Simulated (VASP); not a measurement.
# ZrB2 in VASP: single point with PBEsol

Aim: the single point of ZrB2 with PBEsol.

All numbers are computed with VASP 6.6.1; they aren't measurements. Logs are shortened: lines on timing, memory, paths and dates and some standing lists are left out, and cuts for length are marked.

## (1) The cell of the first run

The cell holds a slab with vacuum, 6 atoms: a = 3.170 Å, b = 3.170 Å, c = 17.299 Å, α = 90.00°, β = 90.00°, γ = 120.00°.

## (2) Single point, PBEsol

INCAR

```
SYSTEM = ZrB2
PREC = Accurate ; ENCUT = 420
EDIFF = 1E-6 ; ISMEAR = 1
SIGMA = 0.15 ; LREAL = .FALSE.
LASPH = .TRUE. ; NELM = 120
ALGO = Normal ; ISIF = 2
LWAVE = .FALSE. ; LCHARG = .FALSE.
LDIPOL = .TRUE. ; IDIPOL = 3
DIPOL = 0.5 0.5 0.517 ; GGA = PS
NBANDS = 27 ; GGA_COMPAT = .FALSE.
NELMDL = -8
```

KPOINTS

```
regular mesh
0
G
  6 6 1
  0 0 0
```

POSCAR

```
ZrB2
1.0
    3.1700000000      0.0000000000      0.0000000000
   -1.5850000000      2.7453005300      0.0000000000
    0.0000000000      0.0000000000     17.2995000000
Zr B
2 4
Direct
    0.0000000000      0.0000000000      0.3468308333
    0.0000000000      0.0000000000      0.5510563889
    0.3333333333      0.6666666667      0.4489436111
    0.6666666667      0.3333333333      0.4489436111
    0.3333333333      0.6666666667      0.6531691667
    0.6666666667      0.3333333333      0.6531691667
```

Potentials or basis: VASP PAW PBE potentials, release 64 (Zr_sv, B).

Launch:

```bash
$ cat potpaw_PBE.64/Zr_sv/POTCAR potpaw_PBE.64/B/POTCAR > POTCAR
$ mpirun -np 1 vasp_std > vasp.out
```

OUTCAR:

```text
SYSTEM = ZrB2
   PREC = Accurate
   ENCUT = 420
   EDIFF = 1E-6
   ISMEAR = 1
   LREAL = .FALSE.
   LASPH = .TRUE.
   NELM = 120
   ISIF = 2
   GGA = PS
   NELMDL = -8

 ion  position               nearest neighbor table
   1  0.000  0.000  0.347-   3 2.54   4 2.54   4 2.54   3 2.54   4 2.54   3 2.54   2 3.53
   2  0.000  0.000  0.551-   3 2.54   4 2.54   5 2.54   6 2.54   4 2.54   6 2.54   3 2.54   5 2.54
                             4 2.54   6 2.54   3 2.54   5 2.54   1 3.53
   3  0.333  0.667  0.449-   4 1.83   4 1.83   4 1.83   1 2.54   2 2.54   2 2.54   1 2.54   2 2.54
                             1 2.54
   4  0.667  0.333  0.449-   3 1.83   3 1.83   3 1.83   1 2.54   2 2.54   1 2.54   2 2.54   1 2.54
                             2 2.54
   5  0.333  0.667  0.653-   6 1.83   6 1.83   6 1.83   2 2.54   2 2.54   2 2.54
   6  0.667  0.333  0.653-   5 1.83   5 1.83   5 1.83   2 2.54   2 2.54   2 2.54

  LATTYP: Found a hexagonal cell.
 ALAT       =     3.1700000000
 C/A-ratio  =     5.4572555205

  Lattice vectors:

 A1 = (   3.1700000000,   0.0000000000,   0.0000000000)
 A2 = (  -1.5850000000,   2.7453005300,   0.0000000000)
 A3 = (   0.0000000000,   0.0000000000,  17.2995000000)

Analysis of symmetry for initial positions (statically):
=====================================================================
 Subroutine PRICEL returns:
 Original cell was already a primitive cell.

 Routine SETGRP: Setting up the symmetry group for a
 hexagonal supercell.

 Subroutine GETGRP returns: Found 12 space group operations
 (whereof 12 operations were pure point group operations)
 out of a pool of 24 trial point group operations.

The static configuration has the point symmetry C_6v.

Analysis of symmetry for dynamics (positions and initial velocities):
=====================================================================
 Subroutine PRICEL returns:
 Original cell was already a primitive cell.

 Routine SETGRP: Setting up the symmetry group for a
 hexagonal supercell.

 Subroutine GETGRP returns: Found 12 space group operations
 (whereof 12 operations were pure point group operations)
 out of a pool of 24 trial point group operations.

The dynamic configuration has the point symmetry C_6v.

[... 93 lines left out ...]
   NFREE  =      0    steps in history (QN), initial steepest desc. (CG)
   ISIF   =      2    stress and relaxation
   ISYM   =      2    0-nonsym 1-usesym 2-fastsym
   POTIM  = 0.5000    time-step for ionic-motion
   TEBEG  =    0.0;   TEEND  =   0.0 temperature during run
   PSTRESS=    0.0 pullay stress
   NELECT =      36.0000    total number of electrons
   NUPDOWN=      -1.0000    fix difference up-down
   EMIN   =  10.00;   EMAX   =-10.00  energy-range for DOS
   EFERMI =   0.00;   METHOD = LEGACY
   ISMEAR =     1;   SIGMA  =   0.15  broadening in eV -4-tet -1-fermi 0-gaus
   EFERMI_NEDOS =   21; number of points for ismear=-14 and -15
   IALGO  =     38    algorithm
   IMIX   =      4    mixing-type and parameters
     AMIX     =   0.40;   BMIX     =  1.00
     AMIX_MAG =   1.60;   BMIX_MAG =  1.00
  volume/ion in A,a.u.               =      25.09       169.33
  Fermi-wavevector in a.u.,A,eV,Ry     =   1.016127  1.920202 14.048214  1.032515
  Thomas-Fermi vector in A             =   2.149453
   LORBIT       =      0    0 simple, 1 ext, 2 COOP (PROOUT), +10 PAW based schemes
   GGA     = PS    functional components
   LHFCALC =     F    Hartree Fock is set to
   AEXX    =    0.0000 exact exchange contribution
   IVDW    =     0    specifies the selected vdW correction
   LEPSILON=     F    determine dielectric tensor
   LRPA    =     F    only Hartree local field effects (RPA)
 non-spin polarized calculation
 Methfessel and Paxton  Order N= 1 SIGMA  =   0.15
  energy-cutoff  :      420.00
  volume of cell :      150.55
 maximum number of plane-waves:      2965
 NGX is ok and might be reduce to    24
   NGX = 11   NGY = 11   NGZ = 57

 dipolmoment           0.000000      0.000000     -0.024901 electrons x Angstroem

 number of electron      36.0000000 magnetization

 dipolmoment           0.000000      0.000000      0.082903 electrons x Angstroem

 Free energy of the ion-electron system (eV)
  ---------------------------------------------------
  ext. energy  EPLUGINS =         0.00000000
  ---------------------------------------------------
  free energy    TOTEN  =       -48.19476675 eV

  energy without entropy =      -48.19294268  energy(sigma->0) =      -48.19415873

 E-fermi :   0.9892     XC(G=0):  -6.3893

 val. band max:        0.8954787564   @ k =   0.3333  -0.0000   0.0000
 cond. band min:       0.9980188869   @ k =   0.0000   0.0000   0.0000
 fundamental gap:      0.1025401305
 Fermi energy:         0.9892434723

 k-point     1 :       0.0000    0.0000    0.0000
  band No.  band energies     occupation
      1     -47.8279      2.00000
      2     -47.0417      2.00000
      3     -26.1299      2.00000
      4     -25.4131      2.00000
      5     -25.4131      2.00000
      6     -25.4048      2.00000
[... 199 lines left out ...]
     26       7.4664      0.00000
     27       7.6623      0.00000

------------------------ aborting loop because EDIFF is reached ----------------------------------------

 vacuum level on the upper side and lower side of the slab       (xc-potential included)         0.511        -1.368

  FORCE on cell =-STRESS in cart. coord.  units (eV):
  Direction    XX          YY          ZZ          XY          YZ          ZX
  --------------------------------------------------------------------------------------
  -------------------------------------------------------------------------------------
  Total       -4.1828300     -4.1828300     -4.0772187      0.0000000      0.0000000      0.0000000
  in kB      -44.5141501    -44.5141501    -43.3902235      0.0000000      0.0000000      0.0000000
  external PRESSURE =     -44.1395079 kB  Pullay stress =       0.0000000 kB

 VOLUME and BASIS-vectors are now :
 -----------------------------------------------------------------------------
  energy-cutoff  :      420.00
  volume of cell :      150.55
      direct lattice vectors                 reciprocal lattice vectors
     3.170000000  0.000000000  0.000000000     0.315457413  0.182129422  0.000000000
    -1.585000000  2.745300530  0.000000000     0.000000000  0.364258845  0.000000000
     0.000000000  0.000000000 17.299500000     0.000000000  0.000000000  0.057805139

 POSITION                                       TOTAL-FORCE (eV/Angst)
 -----------------------------------------------------------------------------------
      0.00000      0.00000      6.00000         0.000000     -0.000000      0.925528
      0.00000      0.00000      9.53300         0.000000      0.000000      0.989182
     -0.00000      1.83020      7.76650         0.000000     -0.000000     -0.369015
      1.58500      0.91510      7.76650        -0.000000      0.000000     -0.369015
     -0.00000      1.83020     11.29950        -0.000000      0.000000     -0.588340
      1.58500      0.91510     11.29950         0.000000      0.000000     -0.588340
 -----------------------------------------------------------------------------------
    total drift:                               -0.000000     -0.000000      0.000353

  FREE ENERGIE OF THE ION-ELECTRON SYSTEM (eV)
  ---------------------------------------------------
  free  energy   TOTEN  =       -48.1947667526 eV

  energy  without entropy=      -48.1929426825  energy(sigma->0) =      -48.19415873

 vacuum level on the upper side and lower side of the slab         6.958         5.023
```

stdout:

```text
POSCAR found type information on POSCAR ZrB
 POSCAR found :  2 types and       6 ions
 scaLAPACK will be used
 -----------------------------------------------------------------------------
|                                                                             |
|                                                                             |
|     You enforced a specific xc type in the INCAR file but a different       |
|     I HOPE YOU KNOW WHAT YOU ARE DOING!                                     |
|                                                                             |
 -----------------------------------------------------------------------------

 LDA part: xc-table for (Slater+PW92), standard interpolation
 POSCAR, INCAR and KPOINTS ok, starting setup
 FFT: planning ... GRIDC
 FFT: planning ... GRID_SOFT
 FFT: planning ... GRID
 WAVECAR not read
 entering main loop
```

It took 36 s on 1 thread of Intel Xeon Platinum 8488C (Sapphire Rapids), shared host; peak memory 0.24 GiB.

What came out:

```yaml
Free_energy: -48.1948 eV
Largest_force: 0.989 eV/Å
Band_gap_on_the_k_mesh: zero (band 18 reaches 1.02 eV, above the bottom of band 19 at 0.90 eV)
```

Forces in eV/Å, atoms in the order of the input:
```
Zr   0.000  0.000  0.926
Zr   0.000  0.000  0.989
B    0.000  0.000 -0.369
B    0.000  0.000 -0.369
B    0.000  0.000 -0.588
B    0.000  0.000 -0.588
```

Levels at points of the mesh, in eV from the Fermi level:
| k point | band 14 | band 15 | band 16 | band 17 | band 18 | band 19 | band 20 | band 21 | band 22 | band 23 |
| --- | --- | --- | --- | --- | --- | --- | --- | --- | --- | --- |
| (0.00, 0.00, 0.00) | -1.82 | -0.87 | -0.24 | 0.01 | 0.01 | 1.26 | 1.38 | 1.38 | 1.81 | 1.81 |
| (0.50, 0.00, 0.00) | -2.96 | -2.84 | -2.09 | -1.62 | 0.03 | 0.78 | 2.16 | 3.02 | 3.53 | 3.69 |

Caveat: the k points lie up to 0.38 Å⁻¹ apart; the PAW data sets were made with another functional, which shifts forces and pressure a little.
